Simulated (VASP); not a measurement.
# Al31ClO47 (a cell with a defect) in VASP: single point with PBE

Aim: the single point of Al31ClO47 (a cell with a defect) with PBE.

All numbers are computed with VASP 6.6.1; they aren't measurements. Logs are shortened: lines on timing, memory, paths and dates and some standing lists are left out, and cuts for length are marked.

### Step 1. The cell of the first run

The cell holds a defect, 79 atoms: a = 10.361 Å, b = 10.361 Å, c = 10.361 Å, α = 55.29°, β = 55.29°, γ = 55.29°.

### Step 2. Single point, PBE, collinear spin

Contents of INCAR:

```
SYSTEM = Al31ClO47
PREC = Accurate ; ENCUT = 520
EDIFF = 1E-6 ; ISMEAR = -1
SIGMA = 0.01 ; LREAL = Auto
LASPH = .TRUE. ; NELM = 200
ALGO = Normal ; ISIF = 2
LWAVE = .FALSE. ; LCHARG = .FALSE.
ISPIN = 2 ; MAGMOM = 0 0 0 0 0 0 0 0 0 0 0 0 0 0 0 0 0 0 0 0 0 0 0 0 0 0 0 0 0 0 0 0 0.03 0 0 0.01 0.01 0 0.01 0.01 0.28 0.01 0.09 0.27 0 0.01 0.03 0.01 0.01 0 0 0.03 0 0.04 0.01 0.02 0.1 0 0.34 0 0 0 0.02 0.01 0.02 0 0.02 0.02 0.02 0 0 0 0 0.03 0.01 0 0.06 0.07 0.26
LORBIT = 11 ; NUPDOWN = 2.0
GGA = PE ; NBANDS = 240
GGA_COMPAT = .FALSE.
```

Contents of KPOINTS:

```
regular mesh
0
G
  1 1 1
  0 0 0
```

Contents of POSCAR:

```
Al31ClO47
1.0
    4.8078835245      2.7758328471      8.7484141875
   -4.8078835245      2.7758328471      8.7484141875
    0.0000000000     -5.5516656942      8.7484141875
Al O Cl
31 47 1
Direct
    0.3281961701      0.3328671960      0.3277893940
    0.0745346747      0.0739959356      0.0729784562
    0.1732741274      0.1743387781      0.1810561031
    0.3324461025      0.3080212427      0.8423637110
    0.4277436809      0.4278430722      0.9285784650
    0.0751312750      0.0769557990      0.5724956332
    0.1703262795      0.1754861307      0.6797057438
    0.3232110142      0.8250525773      0.3229023619
    0.4262359517      0.9290914241      0.4246140908
    0.0738366759      0.5721673402      0.0740637598
    0.1725400077      0.6800509572      0.1708976961
    0.3239646852      0.8250328203      0.8239257391
    0.4280273321      0.9213284986      0.9279110417
    0.0668577035      0.5792568191      0.5606044363
    0.1693665006      0.6878190383      0.6783848944
    0.8236103703      0.3256944834      0.3228501376
    0.9274002173      0.4258107692      0.4263898525
    0.5746417145      0.0742167065      0.0764968924
    0.6765588993      0.1763816384      0.1762388316
    0.8220881858      0.3264810421      0.8245552938
    0.9262082588      0.4271200438      0.9249175663
    0.5700247184      0.0793009726      0.5729539634
    0.6821430088      0.1723422436      0.6778086357
    0.8207276615      0.8245376366      0.3243497757
    0.9236755017      0.9286590901      0.4243590467
    0.5682309944      0.5658772007      0.0872948428
    0.6752607954      0.6770167881      0.1759935302
    0.8242276797      0.8222059855      0.8256151475
    0.9247297391      0.9277414382      0.9266850682
    0.5737097863      0.5731015540      0.5748996058
    0.6728737562      0.6771896466      0.6786143569
    0.2212555579      0.0262349483      0.3767516871
    0.4710246031      0.1260894157      0.2798075786
    0.0273015377      0.3745214311      0.2219929294
    0.3736889084      0.2197281645      0.0350224092
    0.1252395396      0.2778252265      0.4720024694
    0.2755167198      0.4736896532      0.1227896519
    0.2204370414      0.0276047211      0.8759632579
    0.4760705200      0.1177063236      0.7846630023
    0.0291734891      0.3776245338      0.7194946008
    0.3709662948      0.2055655176      0.5352626160
    0.1269688098      0.2787084346      0.9702496984
    0.1998292712      0.5354678069      0.3689222145
    0.4745603456      0.6447667719      0.2590768287
    0.0256019218      0.8771631639      0.2210450037
    0.3741379585      0.7220919102      0.0272441725
    0.1248818751      0.7768423181      0.4719425097
    0.2770585242      0.9740574906      0.1243039588
    0.2234962302      0.5265952125      0.8711183194
    0.4712054110      0.6256154860      0.7784036863
    0.0256313760      0.8795517913      0.7225520283
    0.3725722327      0.7201890930      0.5305933968
    0.1240707467      0.7794445772      0.9696254514
    0.2766113333      0.9686379954      0.6262274201
    0.7210746959      0.0291190239      0.3753831493
    0.9727661244      0.1250435102      0.2778238710
    0.5303413267      0.3717064288      0.2116049047
    0.8767807452      0.2223500242      0.0264697762
    0.6447995661      0.2552834923      0.4797847170
    0.7791908116      0.4704747450      0.1249976046
    0.7226374594      0.0268001875      0.8775309171
    0.9705992504      0.1265454077      0.7796392064
    0.5319141227      0.3705793728      0.7270524288
    0.8781488735      0.2219574829      0.5293930364
    0.6264407273      0.2768904412      0.9697636890
    0.7779411470      0.4733604013      0.6247637464
    0.7181916668      0.5260522661      0.3771974610
    0.9633679897      0.6286846585      0.2746984819
    0.5292243765      0.8770200247      0.2228745733
    0.8762231598      0.7203137527      0.0258562014
    0.6223681118      0.7782298843      0.4728685875
    0.7781595502      0.9726366343      0.1250167674
    0.7220274595      0.5291529644      0.8752950920
    0.9816693040      0.6222406729      0.7715275398
    0.5272126051      0.8760675760      0.7216633193
    0.8687924189      0.7260004266      0.5271243665
    0.6281857413      0.7775710934      0.9685504879
    0.7838470983      0.9656387513      0.6261403601
    0.3360157689      0.4452724607      0.5757199922
```

Potentials or basis: VASP PAW PBE potentials, release 64 (Al, O, Cl).

Launch:

```bash
> cat potpaw_PBE.64/Al/POTCAR potpaw_PBE.64/O/POTCAR potpaw_PBE.64/Cl/POTCAR > POTCAR
> mpirun -np 1 vasp_gam > vasp.out
```

OUTCAR:

```text
SYSTEM = Al31ClO47
   PREC = Accurate
   ENCUT = 520
   EDIFF = 1E-6
   ISMEAR = -1
   LREAL = Auto
   LASPH = .TRUE.
   NELM = 200
   ISIF = 2
   ISPIN = 2
   LORBIT = 11
   NUPDOWN = 2.0
   GGA = PE

 ion  position               nearest neighbor table
   1  0.328  0.333  0.328-  57 1.88  43 1.88  41 1.94  33 1.95  36 1.95  37 1.96  19 2.81  11 2.81
                             7 2.85   5 3.29  17 3.31   9 3.33  26 3.34
   2  0.075  0.074  0.073-  38 1.86  58 1.87  45 1.87  48 1.98  56 2.00  42 2.00   3 2.69  25 2.81
                            21 2.83  13 2.83   7 3.22  11 3.23  19 3.25
   3  0.173  0.174  0.181-  32 1.86  34 1.86  35 1.88  56 1.96  48 1.98  42 2.02   2 2.69   4 2.73
                             8 2.79  16 2.80   6 3.21  10 3.25  18 3.28
   4  0.332  0.308  0.842-  42 1.86  39 1.86  35 1.86  63 1.99  49 1.99  79 2.26   5 2.64   3 2.73
                            23 2.81  15 3.05  13 3.20  21 3.34
   5  0.428  0.428  0.929-  37 1.84  65 1.85  50 1.86  63 2.00  35 2.04  49 2.04   4 2.64  30 2.83
                            10 2.83  18 2.83  20 3.22  12 3.24   1 3.29
   6  0.075  0.077  0.572-  64 1.85  32 1.87  51 1.88  36 1.96  54 1.97  62 2.00   7 2.63  17 2.79
                             9 2.81  29 2.84  15 3.18   3 3.21  23 3.21
   7  0.170  0.175  0.680-  41 1.82  38 1.87  40 1.87  62 1.94  36 1.99  54 2.02   6 2.63  20 2.79
                            12 2.81   1 2.85   2 3.22  14 3.27  22 3.27
   8  0.323  0.825  0.323-  44 1.81  48 1.87  47 1.88  32 1.98  52 2.01  69 2.02   9 2.70   3 2.79
                            27 2.82  15 2.84  13 3.23  25 3.27
   9  0.426  0.929  0.425-  33 1.85  71 1.86  54 1.87  69 1.97  32 1.99  52 2.04   8 2.70  18 2.79
[... 90 lines left out ...]
  77  0.628  0.778  0.969-  28 1.84  13 1.86  27 2.00  26 2.08
  78  0.784  0.966  0.626-  28 1.85  25 1.86  23 2.02  22 2.07
  79  0.336  0.445  0.576-   4 2.26  14 2.36  15 2.54

  LATTYP: Found a trigonal (rhomboedric) cell.
 ALAT       =    10.3612616402
 COS(alpha) =     0.5693617614

  Lattice vectors:

 A1 = (   4.8078835245,   2.7758328471,   8.7484141875)
 A2 = (  -4.8078835245,   2.7758328471,   8.7484141875)
 A3 = (   0.0000000000,  -5.5516656942,   8.7484141875)

Analysis of symmetry for initial positions (statically):
=====================================================================
 Subroutine PRICEL returns:
 Original cell was already a primitive cell.

 Routine SETGRP: Setting up the symmetry group for a
 trigonal (rhombohedral) supercell.

 Subroutine GETGRP returns: Found  1 space group operations
 (whereof  1 operations were pure point group operations)
 out of a pool of 12 trial point group operations.

The static configuration has the point symmetry C_1 .

Analysis of symmetry for dynamics (positions and initial velocities):
=====================================================================
 Subroutine PRICEL returns:
 Original cell was already a primitive cell.

 Routine SETGRP: Setting up the symmetry group for a
 trigonal (rhombohedral) supercell.

 Subroutine GETGRP returns: Found  1 space group operations
 (whereof  1 operations were pure point group operations)
 out of a pool of 12 trial point group operations.

The dynamic configuration has the point symmetry C_1 .

Analysis of structural, dynamic, and magnetic symmetry:
=====================================================================
 Subroutine PRICEL returns:
 Original cell was already a primitive cell.

 Routine SETGRP: Setting up the symmetry group for a
 trigonal (rhombohedral) supercell.

 Subroutine GETGRP returns: Found  1 space group operations
 (whereof  1 operations were pure point group operations)
 out of a pool of 12 trial point group operations.

The overall configuration has the point symmetry C_1 .

 Subroutine INISYM returns: Found  1 space group operations
 (whereof  1 operations are pure point group operations),
 and found     1 'primitive' translations

----------------------------------------------------------------------------------------

                                     Primitive cell
[... 240 lines left out ...]
     AMIX     =   0.40;   BMIX     =  1.00
     AMIX_MAG =   1.60;   BMIX_MAG =  1.00
  volume/ion in A,a.u.               =       8.87        59.84
  Fermi-wavevector in a.u.,A,eV,Ry     =   1.337478  2.527467 24.338749  1.788848
  Thomas-Fermi vector in A             =   2.466024
   LORBIT       =     11    0 simple, 1 ext, 2 COOP (PROOUT), +10 PAW based schemes
   GGA     = PE    functional components
   LHFCALC =     F    Hartree Fock is set to
   AEXX    =    0.0000 exact exchange contribution
   IVDW    =     0    specifies the selected vdW correction
   LEPSILON=     F    determine dielectric tensor
   LRPA    =     F    only Hartree local field effects (RPA)
 spin polarized calculation
  energy-cutoff  :      520.00
  volume of cell :      700.53
 maximum number of plane-waves:      9404
 NGX is ok and might be reduce to    80
   NGX = 39   NGY = 39   NGZ = 39

 number of electron     382.0000004 magnetization       1.9999951

 Free energy of the ion-electron system (eV)
  ---------------------------------------------------
  ext. energy  EPLUGINS =         0.00000000
  ---------------------------------------------------
  free energy    TOTEN  =      -578.64845073 eV

  energy without entropy =     -578.64446349  energy(sigma->0) =     -578.64645711

 E-fermi :   6.3176     XC(G=0): -11.5017

 val. band max:        6.2882519416   @ k =   0.0000   0.0000   0.0000
 cond. band min:       6.3470225130   @ k =   0.0000   0.0000   0.0000
 fundamental gap:      0.0587705714
 Fermi energy:         6.3453582277

 spin component 1

 k-point     1 :       0.0000    0.0000    0.0000
  band No.  band energies     occupation
      1     -13.3499      1.00000
      2     -12.4438      1.00000
      3     -12.4160      1.00000
      4     -12.3906      1.00000
      5     -12.3101      1.00000
      6     -12.2937      1.00000
[... 195 lines left out ...]
    202      14.8960      0.00000
    203      14.9073      0.00000
 Fermi energy:         6.3176369424

 spin component 2

 k-point     1 :       0.0000    0.0000    0.0000
  band No.  band energies     occupation
      1     -13.3186      1.00000
      2     -12.4291      1.00000
      3     -12.3872      1.00000
      4     -12.3610      1.00000
      5     -12.2763      1.00000
      6     -12.2651      1.00000
[... 195 lines left out ...]
    202      14.9087      0.00000
    203      14.9258      0.00000
 [bands above 203 left out]

------------------------ aborting loop because EDIFF is reached ----------------------------------------

  FORCE on cell =-STRESS in cart. coord.  units (eV):
  Direction    XX          YY          ZZ          XY          YZ          ZX
  --------------------------------------------------------------------------------------
  -------------------------------------------------------------------------------------
  Total       13.7530922      7.2574984     10.3969491     -4.6138767     -0.6199136      3.5439969
  in kB       31.4545228     16.5985325     23.7787306    -10.5523388     -1.4177965      8.1054303
  external PRESSURE =      23.9439287 kB  Pullay stress =       0.0000000 kB

 VOLUME and BASIS-vectors are now :
 -----------------------------------------------------------------------------
  energy-cutoff  :      520.00
  volume of cell :      700.53
      direct lattice vectors                 reciprocal lattice vectors
     4.807883525  2.775832847  8.748414187     0.103995864  0.060042040  0.038102144
    -4.807883525  2.775832847  8.748414187    -0.103995864  0.060042040  0.038102144
     0.000000000 -5.551665694  8.748414187     0.000000000 -0.120084080  0.038102144

 POSITION                                       TOTAL-FORCE (eV/Angst)
 -----------------------------------------------------------------------------------
     -0.02246      0.01522      8.65089        -0.004170     -0.001664     -0.013337
      0.00259      0.00714      1.93785        -0.003156      0.006345     -0.006553
     -0.00512     -0.04025      4.62502         0.000775      0.005640      0.008085
      0.11743     -2.89869     12.97242        -0.018965      0.020435     -0.020946
     -0.00048     -2.78019     15.60862         0.001316      0.005893     -0.007083
     -0.00877     -2.75614      6.33895         0.003865      0.001619     -0.009572
[... 71 lines left out ...]
     -0.87403      1.38016     20.78296        -0.006839      0.006187     -0.007540
     -0.52529     -1.02748     11.87167        -0.004349     -0.015111     -0.001615
 -----------------------------------------------------------------------------------
    total drift:                               -0.012595     -0.000876      0.012546

  FREE ENERGIE OF THE ION-ELECTRON SYSTEM (eV)
  ---------------------------------------------------
  free  energy   TOTEN  =      -578.6484507324 eV

  energy  without entropy=     -578.6444634914  energy(sigma->0) =     -578.64645711

 total charge

# of ion       s       p       d       tot
------------------------------------------
    1        0.299   0.380   0.000   0.678
    2        0.307   0.390   0.000   0.697
    3        0.308   0.392   0.000   0.700
    4        0.316   0.403   0.000   0.719
    5        0.310   0.391   0.000   0.701
    6        0.309   0.398   0.000   0.707
[... 71 lines left out ...]
   78        1.550   3.607   0.000   5.156
   79        1.624   3.527   0.000   5.151
--------------------------------------------------
tot         83.914 185.760   0.000 269.674

 magnetization (x)

# of ion       s       p       d       tot
------------------------------------------
    1       -0.001  -0.002   0.000  -0.003
    2       -0.000  -0.000   0.000  -0.000
    3       -0.000   0.000   0.000   0.000
    4       -0.000  -0.001   0.000  -0.001
    5       -0.000   0.000   0.000  -0.000
    6        0.000   0.000   0.000   0.000
[... 71 lines left out ...]
   78        0.002   0.060   0.000   0.061
   79        0.012   0.234   0.000   0.246
--------------------------------------------------
tot          0.026   1.660   0.000   1.686
```

Run time: 49 min. Hardware: 1 thread of Intel Xeon 8259CL, shared host; peak memory 1.4 GiB.

Results:

| Quantity | Value |
| --- | --- |
| Free energy | -578.6485 eV |
| Pressure | 2.4 GPa |
| Largest force | 0.035 eV/Å |
| Net moment | 2.00 μB per cell |
| Site moments | Al -0.00, +0.00, -0.01 (each value once); O +0.00, +0.02, +0.01, +0.26, +0.09, +0.24, +0.03, +0.04, +0.31, +0.05, +0.06 (each value once); Cl +0.25 μB |
| Valence electrons inside the program's atomic spheres | Al 0.68, 0.70, 0.72, 0.71, 0.69 (each value once); O 5.18, 5.16, 5.19, 5.17, 5.11, 5.15, 5.09, 5.14, 5.20 (each value once); Cl 5.15 |

Forces on the atoms (eV/Å):
```
Al  -0.004 -0.002 -0.013
Al  -0.003  0.006 -0.007
Al   0.001  0.006  0.008
Al  -0.019  0.020 -0.021
Al   0.001  0.006 -0.007
Al   0.004  0.002 -0.010
Al   0.000 -0.004  0.007
Al   0.005 -0.005 -0.016
Al  -0.001 -0.009  0.001
Al  -0.002  0.003 -0.014
Al  -0.006  0.003  0.012
Al   0.006  0.003 -0.008
Al  -0.004  0.000  0.007
Al  -0.001  0.002  0.008
Al   0.004 -0.002  0.000
Al  -0.001 -0.004 -0.009
Al  -0.015  0.001  0.005
Al  -0.003  0.007 -0.003
Al   0.026 -0.005  0.015
Al   0.002 -0.003 -0.006
Al  -0.002  0.013  0.009
Al  -0.005 -0.004 -0.002
Al  -0.010 -0.009  0.016
Al  -0.003 -0.007 -0.010
Al   0.005  0.008  0.012
Al  -0.012 -0.018  0.008
Al  -0.001 -0.003  0.007
Al   0.007  0.000 -0.013
Al   0.002  0.004  0.004
Al  -0.004  0.000 -0.007
Al   0.002  0.000  0.003
O   -0.001 -0.005 -0.002
O   -0.006 -0.002  0.005
O    0.003  0.001  0.002
O    0.004 -0.003  0.003
O    0.001  0.001  0.006
O    0.004 -0.006  0.009
O   -0.002 -0.001  0.004
O    0.003  0.001 -0.002
O    0.001  0.003  0.003
O    0.011  0.002  0.003
O   -0.002 -0.003 -0.003
O    0.010 -0.020  0.011
O    0.008  0.009 -0.012
O    0.005  0.002  0.001
O    0.004 -0.002 -0.003
O   -0.005 -0.002 -0.010
O    0.001 -0.002  0.000
O    0.004 -0.004 -0.001
O   -0.007 -0.002  0.003
O   -0.004  0.004  0.003
O    0.005  0.005  0.001
O    0.001  0.001 -0.003
O    0.004  0.000  0.002
O   -0.006  0.000 -0.002
O    0.003 -0.006  0.000
O   -0.007  0.021  0.001
O    0.001 -0.005 -0.003
O    0.004  0.006 -0.008
O    0.007  0.005 -0.004
O   -0.001  0.003  0.001
O   -0.004 -0.003  0.001
O    0.005  0.001  0.004
O   -0.002 -0.005 -0.003
O   -0.005  0.001  0.002
O    0.006 -0.002  0.004
O    0.004  0.008  0.004
O    0.002  0.003  0.008
O   -0.001  0.001  0.004
O   -0.001 -0.003 -0.003
O   -0.002  0.003  0.001
O   -0.002  0.001  0.002
O   -0.003 -0.009  0.007
O    0.002 -0.008 -0.008
O   -0.002  0.004  0.006
O    0.004 -0.003  0.005
O   -0.002  0.008 -0.006
O   -0.007  0.006 -0.008
Cl  -0.004 -0.015 -0.002
```

Stress tensor (GPa, compression positive):
```
 3.15 -1.06  0.81
-1.06  1.66 -0.14
 0.81 -0.14  2.38
```

Caveat: the k points lie up to 0.79 Å⁻¹ apart; the total moment is fixed, so each spin has its own Fermi level and the state may be an excited one.
